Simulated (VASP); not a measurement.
Here is a VASP 6.6.1 calculation.

The input INCAR:

```
ALGO = Normal ; EDIFF = 1E-6
ENCUT = 520 ; ISIF = 2
ISMEAR = 0 ; LASPH = True
LCHARG = False ; LREAL = False
LWAVE = False ; NBANDS = 16
NELM = 80 ; PREC = Accurate
SIGMA = 0.1
```

The input KPOINTS:

```
k-points
0
Gamma
  6 6 6
```

Contents of POSCAR:

```
Al2Au
1.0
    0.0000000000      3.0023346600      3.0023346600
    3.0023346600      0.0000000000      3.0023346600
    3.0023346600      3.0023346600      0.0000000000
Al Au
2 1
Direct
    0.2500000000      0.2500000000      0.2500000000
    0.7500000000      0.7500000000      0.7500000000
    0.0000000000      0.0000000000      0.0000000000
```

Potentials or basis: VASP PAW LDA potentials, release 64 (Al, Au).

Run with:

```bash
$ cat potpaw_LDA.64/Al/POTCAR potpaw_LDA.64/Au/POTCAR > POTCAR
$ mpirun -np 1 vasp_std > vasp.out
```

Question: What does it give for the band gap on the k mesh?

Answer: Zero (an odd number of electrons rules out a gap without spin polarisation).

Question: Estimate the pressure.

Answer: -2.6 GPa.

Caveat: spin-orbit coupling is left out, which moves the levels of the heavy elements.
